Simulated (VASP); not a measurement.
# Sn8O16F (a cell with a defect) in VASP: further runs

Sn8O16F (a cell with a defect) is run at these levels: PBE; tasks: relaxation of the atoms.

Program: VASP 6.6.1. These are calculated values, not measurements. Logs are shortened: lines on timing, memory, paths and dates and some standing lists are left out, and cuts for length are marked.

**1. The cell of the first run**

The cell holds a defect, 25 atoms: a = 6.827 Å, b = 6.827 Å, c = 6.476 Å, α = 90.00°, β = 90.00°, γ = 90.00°.

**2. Relaxation of the atoms, PBE**

The input, INCAR:

```
PREC = Accurate ; ENCUT = 520
EDIFF = 1E-6 ; ISMEAR = -1
SIGMA = 0.01 ; LREAL = Auto
LASPH = T ; NELM = 60
ALGO = Normal ; ISIF = 2
LWAVE = F ; LCHARG = F
GGA = PE ; IBRION = 2
NSW = 90 ; EDIFFG = -0.02
NELECT = 216.0
```

The input, KPOINTS:

```
regular mesh
0
Gamma
  1 1 1
```

The input, POSCAR:

```
Sn8O16F
1.0
    4.8274600300      4.8274600300      0.0000000000
   -4.8274600300      4.8274600300      0.0000000000
    0.0000000000      0.0000000000      6.4759066800
Sn O F
8 16 1
Direct
    0.0000000000      0.5000000000      0.2500000000
    0.5000000000      0.0000000000      0.2500000000
    0.0000000000      0.0000000000      0.0000000000
    0.5000000000      0.5000000000      0.0000000000
    0.0000000000      0.5000000000      0.7500000000
    0.5000000000      0.0000000000      0.7500000000
    0.0000000000      0.0000000000      0.5000000000
    0.5000000000      0.5000000000      0.5000000000
    0.0000000000      0.8065971000      0.2500000000
    0.5000000000      0.3065971000      0.2500000000
    0.0000000000      0.1934029000      0.2500000000
    0.5000000000      0.6934029000      0.2500000000
    0.3065971000      0.0000000000      0.0000000000
    0.8065971000      0.5000000000      0.0000000000
    0.1934029000      0.5000000000      0.0000000000
    0.6934029000      0.0000000000      0.0000000000
    0.0000000000      0.8065971000      0.7500000000
    0.5000000000      0.3065971000      0.7500000000
    0.0000000000      0.1934029000      0.7500000000
    0.5000000000      0.6934029000      0.7500000000
    0.3065971000      0.0000000000      0.5000000000
    0.8065971000      0.5000000000      0.5000000000
    0.1934029000      0.5000000000      0.5000000000
    0.6934029000      0.0000000000      0.5000000000
    0.2500000000      0.2500000000      0.1250000000
```

Potentials or basis: VASP PAW PBE potentials, release 64 (Sn_d, O, F).

Run with:

```
$ cat potpaw_PBE.64/Sn_d/POTCAR potpaw_PBE.64/O/POTCAR potpaw_PBE.64/F/POTCAR > POTCAR
$ mpirun -np 1 vasp_gam > vasp.out
```

OUTCAR:

```text
PREC = Accurate
   ENCUT = 520
   EDIFF = 1E-6
   ISMEAR = -1
   LREAL = Auto
   LASPH = T
   NELM = 60
   ISIF = 2
   GGA = PE
   IBRION = 2
   NSW = 90
   EDIFFG = -0.02
   NELECT = 216.0

 ion  position               nearest neighbor table
   1  0.000  0.500  0.250-  14 2.09  15 2.09  22 2.09  23 2.09   9 2.09  11 2.09  25 2.55   5 3.24
                             5 3.24
   2  0.500  0.000  0.250-  13 2.09  16 2.09  21 2.09  24 2.09  10 2.09  12 2.09  25 2.55   6 3.24
                             6 3.24
   3  0.000  0.000  0.000-   9 2.09  11 2.09  17 2.09  19 2.09  13 2.09  16 2.09  25 2.55   7 3.24
                             7 3.24
   4  0.500  0.500  0.000-  10 2.09  12 2.09  18 2.09  20 2.09  14 2.09  15 2.09  25 2.55   8 3.24
                             8 3.24
   5  0.000  0.500  0.750-  14 2.09  15 2.09  22 2.09  23 2.09  17 2.09  19 2.09   1 3.24   1 3.24
[... 10 lines left out ...]
  12  0.500  0.693  0.250-   4 2.09   8 2.09   2 2.09
  13  0.307  0.000  0.000-  25 1.93   6 2.09   2 2.09   3 2.09
  14  0.807  0.500  0.000-   1 2.09   5 2.09   4 2.09
  15  0.193  0.500  0.000-  25 1.93   5 2.09   1 2.09   4 2.09
  16  0.693  0.000  0.000-   2 2.09   6 2.09   3 2.09
  17  0.000  0.807  0.750-   3 2.09   7 2.09   5 2.09
  18  0.500  0.307  0.750-   4 2.09   8 2.09   6 2.09
  19  0.000  0.193  0.750-   3 2.09   7 2.09   5 2.09
  20  0.500  0.693  0.750-   4 2.09   8 2.09   6 2.09
  21  0.307  0.000  0.500-   2 2.09   6 2.09   7 2.09
  22  0.807  0.500  0.500-   1 2.09   5 2.09   8 2.09
  23  0.193  0.500  0.500-   1 2.09   5 2.09   8 2.09
  24  0.693  0.000  0.500-   2 2.09   6 2.09   7 2.09
  25  0.250  0.250  0.125-  10 1.93  11 1.93  13 1.93  15 1.93   1 2.55   2 2.55   3 2.55   4 2.55

  LATTYP: Found a simple tetragonal cell.
 ALAT       =     6.8270594462
 C/A-ratio  =     0.9485645659

  Lattice vectors:

 A1 = (   4.8274600300,   4.8274600300,   0.0000000000)
 A2 = (  -4.8274600300,   4.8274600300,   0.0000000000)
 A3 = (   0.0000000000,   0.0000000000,   6.4759066800)

Analysis of symmetry for initial positions (statically):
=====================================================================
 Subroutine PRICEL returns:
 Original cell was already a primitive cell.

 Routine SETGRP: Setting up the symmetry group for a
 simple tetragonal supercell.

 Subroutine GETGRP returns: Found  4 space group operations
 (whereof  1 operations were pure point group operations)
 out of a pool of 16 trial point group operations.

The static configuration has the point symmetry C_1 .
 The point group associated with its full space group is S_4 .

Analysis of symmetry for dynamics (positions and initial velocities):
=====================================================================
 Subroutine PRICEL returns:
 Original cell was already a primitive cell.

[... 156 lines left out ...]
   LHFCALC =     F    Hartree Fock is set to
   AEXX    =    0.0000 exact exchange contribution
   IVDW    =     0    specifies the selected vdW correction
   LEPSILON=     F    determine dielectric tensor
   LRPA    =     F    only Hartree local field effects (RPA)
 conjugate gradient relaxation of ions
 non-spin polarized calculation
  energy-cutoff  :      520.00
  volume of cell :      301.83
 maximum number of plane-waves:      4061
 NGX is ok and might be reduce to    50
   NGX = 25   NGY = 25   NGZ = 25

--------------------------------------- Ionic step        1  -------------------------------------------

 number of electron     216.0000091 magnetization

 Free energy of the ion-electron system (eV)
  ---------------------------------------------------
  ext. energy  EPLUGINS =         0.00000000
  ---------------------------------------------------
  free energy    TOTEN  =      -137.40493340 eV

  energy without entropy =     -137.36675037  energy(sigma->0) =     -137.38584188

------------------------ aborting loop because EDIFF is reached ----------------------------------------

  FORCE on cell =-STRESS in cart. coord.  units (eV):
  Direction    XX          YY          ZZ          XY          YZ          ZX
  --------------------------------------------------------------------------------------
  -------------------------------------------------------------------------------------
  Total       37.7332937     37.7332937     33.5210371      0.0000003      0.0000000      0.0000000
  in kB      200.2937268    200.2937268    177.9344655      0.0000014      0.0000000      0.0000000
  external PRESSURE =     192.8406397 kB  Pullay stress =       0.0000000 kB
[... 158 lines left out ...]
  FREE ENERGIE OF THE ION-ELECTRON SYSTEM (eV)
  ---------------------------------------------------
  free  energy   TOTEN  =      -139.6418109600 eV

  energy  without entropy=     -139.6138571732  energy(sigma->0) =     -139.62783407

[... ionic steps 4 to 15 ...]

--------------------------------------- Ionic step       16  -------------------------------------------

 number of electron     215.9999995 magnetization

------------------------ aborting loop because EDIFF is reached ----------------------------------------
[... 113 lines left out ...]
--------------------------------------- Ionic step       18  -------------------------------------------

 number of electron     215.9999992 magnetization

 Free energy of the ion-electron system (eV)
  ---------------------------------------------------
  ext. energy  EPLUGINS =         0.00000000
  ---------------------------------------------------
  free energy    TOTEN  =      -140.83718489 eV

  energy without entropy =     -140.83718489  energy(sigma->0) =     -140.83718489

 E-fermi :   6.2288     XC(G=0): -11.1927

 val. band max:        5.9762714181   @ k =   0.0000   0.0000   0.0000
 cond. band min:       6.5010419033   @ k =   0.0000   0.0000   0.0000
 fundamental gap:      0.5247704852
 Fermi energy:         6.2287899880

 k-point     1 :       0.0000    0.0000    0.0000
  band No.  band energies     occupation
      1     -15.6763      2.00000
      2     -15.3281      2.00000
      3     -15.1876      2.00000
      4     -15.1876      2.00000
      5     -15.1826      2.00000
      6     -15.1538      2.00000
[... 112 lines left out ...]
    119      12.8638      0.00000
    120      12.9352      0.00000
 [bands above 120 left out]

------------------------ aborting loop because EDIFF is reached ----------------------------------------

  FORCE on cell =-STRESS in cart. coord.  units (eV):
  Direction    XX          YY          ZZ          XY          YZ          ZX
  --------------------------------------------------------------------------------------
  -------------------------------------------------------------------------------------
  Total       16.8045294     16.8045294     12.3325439      0.0000005      0.0000000     -0.0000000
  in kB       89.2008489     89.2008489     65.4629090      0.0000028      0.0000000     -0.0000000
  external PRESSURE =      81.2882023 kB  Pullay stress =       0.0000000 kB
[... 40 lines left out ...]
  FREE ENERGIE OF THE ION-ELECTRON SYSTEM (eV)
  ---------------------------------------------------
  free  energy   TOTEN  =      -140.8371848905 eV

  energy  without entropy=     -140.8371848905  energy(sigma->0) =     -140.83718489

 reached required accuracy - stopping structural energy minimisation
```

OSZICAR:

```text
N       E                     dE             d eps       ncg     rms          rms(c)
DAV:   1     0.511433696503E+04    0.51143E+04   -0.93185E+04   322   0.312E+03
DAV:   2     0.130220159047E+04   -0.38121E+04   -0.35802E+04   266   0.963E+02
DAV:   3     0.121640134535E+02   -0.12900E+04   -0.12103E+04   306   0.360E+02
[... 198 lines left out ...]
DAV:   3    -0.140837203596E+03    0.10985E-04   -0.39384E-04   332   0.828E-02    0.376E-02
DAV:   4    -0.140837185301E+03    0.18295E-04   -0.52337E-05   356   0.505E-02    0.157E-02
DAV:   5    -0.140837184121E+03    0.11800E-05   -0.24149E-05   348   0.250E-02    0.796E-03
DAV:   6    -0.140837184954E+03   -0.83337E-06   -0.14451E-05   332   0.233E-02    0.472E-03
DAV:   7    -0.140837184891E+03    0.63919E-07   -0.92750E-07   156   0.898E-03
  18 F= -.14083718E+03 E0= -.14083718E+03  d E =-.610685E-03
```

CONTCAR:

```text
Sn8O16F
   1.00000000000000
     4.8274600300000001    4.8274600300000001    0.0000000000000000
    -4.8274600300000001    4.8274600300000001    0.0000000000000000
     0.0000000000000000    0.0000000000000000    6.4759066799999996
  Sn              O               F
     8    16     1
Direct
     0.0036353256919080    0.4924806423944706    0.2433473258516591
     0.4963646743080921    0.0075193576055295    0.2433473258516591
     0.0075193576055295    0.0036353256919080    0.0066526741483410
     0.4924806423944706    0.4963646743080921    0.0066526741483410
     0.0028437577318744    0.5073589145955387    0.7469724234510862
     0.4971562422681255    0.9926410854044613    0.7469724234510862
[... 17 lines left out ...]
     0.6848520306513509    0.9886659113222497    0.5019175138976905
     0.2500000000000000    0.2500000000000000    0.1250000000000000

  0.00000000E+00  0.00000000E+00  0.00000000E+00
  0.00000000E+00  0.00000000E+00  0.00000000E+00
  0.00000000E+00  0.00000000E+00  0.00000000E+00
  0.00000000E+00  0.00000000E+00  0.00000000E+00
  0.00000000E+00  0.00000000E+00  0.00000000E+00
  0.00000000E+00  0.00000000E+00  0.00000000E+00
[... 17 lines left out ...]
  0.00000000E+00  0.00000000E+00  0.00000000E+00
  0.00000000E+00  0.00000000E+00  0.00000000E+00
```

It took 19 min on 1 thread of Intel Xeon Platinum 8259CL at 2.50GHz (Skylake/Cascade Lake), shared host; peak memory 0.39 GiB.

What came out:

- Free energy: -140.8372 eV
- Energy gained by relaxing: 137.3 meV/atom
- Ionic steps: 18
- Largest force after relaxing: 0.020 eV/Å

Forces on the atoms (eV/Å):
```
Sn   0.001  0.010 -0.001
Sn  -0.001 -0.010 -0.001
Sn  -0.010  0.001  0.001
Sn   0.010 -0.001  0.001
Sn  -0.003  0.008  0.007
Sn   0.003 -0.008  0.007
Sn  -0.008 -0.003 -0.007
Sn   0.008  0.003 -0.007
O    0.001  0.011  0.004
O   -0.007 -0.007  0.006
O    0.007  0.007  0.006
O   -0.001 -0.011  0.004
O   -0.007  0.007 -0.006
O    0.011 -0.001 -0.004
O    0.007 -0.007 -0.006
O   -0.011  0.001 -0.004
O   -0.011  0.015 -0.005
O    0.019 -0.003 -0.005
O   -0.019  0.003 -0.005
O    0.011 -0.015 -0.005
O   -0.003 -0.019  0.005
O    0.015  0.011  0.005
O    0.003  0.019  0.005
O   -0.015 -0.011  0.005
F    0.000  0.000  0.000
```

The path:
```tsv
step	energy change (eV)	largest force (eV/Å)	pressure (GPa)
1	0.0000	3.6419	19.28
2	-1.8409	1.8275	14.73
3	-2.2369	2.3074	12.75
4	-3.0747	0.8724	8.41
5	-3.0898	0.7463	8.51
6	-3.3090	0.6141	8.38
7	-3.3090	0.6027	8.37
8	-3.3822	0.4628	8.28
9	-3.3853	0.3090	8.25
10	-3.4130	0.1350	8.21
11	-3.4130	0.1378	8.21
12	-3.4229	0.1144	8.17
13	-3.4238	0.1332	8.17
14	-3.4294	0.0884	8.15
15	-3.4297	0.1209	8.14
16	-3.4311	0.0838	8.13
17	-3.4316	0.0427	8.13
18	-3.4323	0.0197	8.13
```

Final structure:
```xyz
25
Lattice="4.8275 4.8275 0.0000 -4.8275 4.8275 0.0000 0.0000 0.0000 6.4759" Properties=species:S:1:pos:R:3 pbc="T T T"
Sn   -2.3599    2.3950    1.5759
Sn    2.3599    2.4325    1.5759
Sn    0.0188    0.0538    0.0431
Sn   -0.0187    4.7736    0.0431
Sn   -2.4355    2.4630    4.8373
Sn   -2.3919    7.1919    4.8373
Sn    4.7782    4.8057    3.2576
Sn    0.0493    4.8493    3.2576
O    -3.8802    3.9094    1.6515
O     1.2097    4.2195    1.6980
O     3.6177    5.4354    1.6980
O    -0.9472    5.7456    1.6515
O    -3.0217    6.0315    6.3968
O     1.4956    6.2940    6.4434
O    -1.8058    3.6235    6.3968
O     3.3318    3.3610    6.4434
O     0.8377    8.7078    4.8445
O     0.8952    3.8144    4.8949
O    -0.8952    1.0131    4.8949
O    -0.8377    5.7745    4.8445
O     1.4007    1.5185    3.2000
O     1.4666    6.4035    3.2504
O    -1.4007    3.3090    3.2000
O    -1.4666    8.0788    3.2504
F     0.0000    2.4137    0.8095
```

Caveat: the k points lie up to 0.97 Å⁻¹ apart; the cell carries a net charge on a neutralising background, which shifts energy and pressure; the cell is charged against a uniform background, so pressure and absolute levels hang on convention; spin-orbit coupling is left out, which moves the levels of the heavy elements.

**3. Relaxation of the atoms, PBE**

The input, INCAR:

```
SYSTEM = Sn8O16F
  PREC = Accurate
  ENCUT = 520
  EDIFF = 1E-6
  ISMEAR = -1
  SIGMA = 0.01
  LREAL = Auto
  LASPH = .TRUE.
  NELM = 100
  ALGO = Normal
  ISIF = 2
  LWAVE = .FALSE.
  LCHARG = .FALSE.
  GGA = PE
  IBRION = 2
  NSW = 90
  EDIFFG = -0.02
  NELECT = 216.0
```

The input, KPOINTS:

```
regular mesh
0
G
  1 1 1
  0 0 0
```

The input, POSCAR:

```
Sn8O16F
1.0
    4.8274600300      4.8274600300      0.0000000000
   -4.8274600300      4.8274600300      0.0000000000
    0.0000000000      0.0000000000      6.4759066800
Sn O F
8 16 1
Direct
    0.0000000000      0.5000000000      0.2500000000
    0.5000000000      0.0000000000      0.2500000000
    0.0000000000      0.0000000000      0.0000000000
    0.5000000000      0.5000000000      0.0000000000
    0.0000000000      0.5000000000      0.7500000000
    0.5000000000      0.0000000000      0.7500000000
   -0.0069555000      0.0041670500      0.5005413500
    0.5096132400      0.4969985600      0.5061167900
   -0.0075315800      0.8090383800      0.2536624000
    0.5000000000      0.3065971000      0.2500000000
    0.0000000000      0.1934029000      0.2500000000
    0.4959547300      0.6910714600      0.2551025700
    0.3065971000      0.0000000000      0.0000000000
    0.8061429800      0.4964516300     -0.0047869100
    0.1934029000      0.5000000000      0.0000000000
    0.6921010500      0.0061498700     -0.0043279100
   -0.0085341700      0.8138100300      0.7451584700
    0.5000000000      0.3065971000      0.7500000000
    0.0000000000      0.1934029000      0.7500000000
    0.5099833800      0.6827032500      0.7520865500
    0.3029425100      0.0091379000      0.4938538300
    0.8193146900      0.5169677300      0.5061591800
    0.1996824300      0.4874470300      0.4937307100
    0.6872862400     -0.0139429000      0.5027029700
    0.2500000000      0.2500000000     -0.1250000000
```

Potentials or basis: VASP PAW PBE potentials, release 64 (Sn_d, O, F).

Run with:

```
$ cat potpaw_PBE.64/Sn_d/POTCAR potpaw_PBE.64/O/POTCAR potpaw_PBE.64/F/POTCAR > POTCAR
$ mpirun -np 1 vasp_gam > vasp.out
```

It took 23 min on 1 thread of Intel Xeon Platinum 8259CL at 2.50GHz (Skylake/Cascade Lake), shared host; peak memory 0.39 GiB.

The run converged. Its results:

```
Free energy                  : -140.8377 eV
Energy gained by relaxing    : 153.0 meV/atom
Ionic steps                  : 22
Largest force after relaxing : 0.015 eV/Å
```

Forces in eV/Å, atoms in the order of the input:
```
Sn  -0.003  0.001  0.004
Sn   0.003 -0.004  0.003
Sn  -0.007  0.001 -0.001
Sn   0.000  0.007 -0.011
Sn   0.002 -0.002  0.004
Sn   0.004 -0.002 -0.003
Sn  -0.005  0.004  0.009
Sn   0.000 -0.001  0.001
O    0.003 -0.001 -0.002
O    0.001 -0.004  0.010
O   -0.001 -0.004  0.008
O    0.002  0.007  0.001
O    0.001 -0.003  0.005
O   -0.004 -0.002  0.002
O   -0.002  0.006  0.004
O    0.004  0.002  0.005
O   -0.005 -0.004 -0.004
O    0.006 -0.005 -0.001
O   -0.004 -0.003 -0.004
O    0.003 -0.002 -0.006
O    0.011  0.004 -0.007
O    0.006 -0.009  0.000
O   -0.012  0.002 -0.009
O   -0.004  0.009  0.000
F    0.001  0.003 -0.006
```

The path:
```tsv
step	energy change (eV)	largest force (eV/Å)	pressure (GPa)
1	0.0000	3.8347	19.49
2	-2.2456	2.0645	14.06
3	-2.5053	3.0098	12.58
4	-3.4637	1.3512	8.37
5	-3.4809	1.0548	8.44
6	-3.7009	0.6874	8.33
7	-3.7086	0.4817	8.28
8	-3.7829	0.2657	8.29
9	-3.7877	0.4015	8.31
10	-3.8086	0.2059	8.24
11	-3.8088	0.1624	8.24
12	-3.8174	0.1230	8.16
13	-3.8174	0.1230	8.16
14	-3.8220	0.0847	8.15
15	-3.8225	0.1458	8.13
16	-3.8248	0.0524	8.13
17	-3.8248	0.0484	8.13
18	-3.8255	0.0314	8.13
19	-3.8255	0.0329	8.13
20	-3.8257	0.0340	8.13
21	-3.8257	0.0379	8.13
22	-3.8259	0.0150	8.14
```

Final structure:
```yaml
crystal:
  lattice:
    - [4.82746, 4.82746, 0.00000]
    - [-4.82746, 4.82746, 0.00000]
    - [0.00000, 0.00000, 6.47591]
  atoms:
    - { symbol: Sn, position: [0.00306, 0.50781, 0.25305] }
    - { symbol: Sn, position: [0.49694, 0.99216, 0.25294] }
    - { symbol: Sn, position: [0.00710, 0.00431, 0.99319] }
    - { symbol: Sn, position: [0.49279, 0.49558, 0.99346] }
    - { symbol: Sn, position: [0.00462, 0.49292, 0.75676] }
    - { symbol: Sn, position: [0.49574, 0.00682, 0.75655] }
    - { symbol: Sn, position: [0.99210, 0.00293, 0.49680] }
    - { symbol: Sn, position: [0.50799, 0.49690, 0.49702] }
    - { symbol: O, position: [0.98850, 0.81574, 0.25162] }
    - { symbol: O, position: [0.48949, 0.30174, 0.24425] }
    - { symbol: O, position: [0.01109, 0.19821, 0.24413] }
    - { symbol: O, position: [0.51085, 0.68427, 0.25182] }
    - { symbol: O, position: [0.31137, 0.93840, 0.01224] }
    - { symbol: O, position: [0.80722, 0.49685, 0.00476] }
    - { symbol: O, position: [0.18869, 0.56266, 0.01273] }
    - { symbol: O, position: [0.69283, 0.00277, 0.00468] }
    - { symbol: O, position: [0.00436, 0.80723, 0.74504] }
    - { symbol: O, position: [0.56184, 0.31104, 0.73754] }
    - { symbol: O, position: [0.93775, 0.18866, 0.73729] }
    - { symbol: O, position: [0.49617, 0.69261, 0.74525] }
    - { symbol: O, position: [0.30175, 0.01227, 0.50564] }
    - { symbol: O, position: [0.81579, 0.51289, 0.49846] }
    - { symbol: O, position: [0.19830, 0.48744, 0.50571] }
    - { symbol: O, position: [0.68425, 0.98710, 0.49828] }
    - { symbol: F, position: [0.24941, 0.25072, 0.87581] }
```

Levels at points of the mesh, in eV from the Fermi level:
```tsv
k point	band 104	band 105	band 106	band 107	band 108	band 109	band 110	band 111	band 112	band 113
(0.00, 0.00, 0.00)	-1.01	-1.00	-0.49	-0.26	-0.25	0.27	3.61	3.62	4.04	4.04
```

Caveat: the k points lie up to 0.97 Å⁻¹ apart; the cell carries a net charge on a neutralising background, which shifts energy and pressure; the cell is charged against a uniform background, so pressure and absolute levels hang on convention; spin-orbit coupling is left out, which moves the levels of the heavy elements.

[end of part 1 of 2]
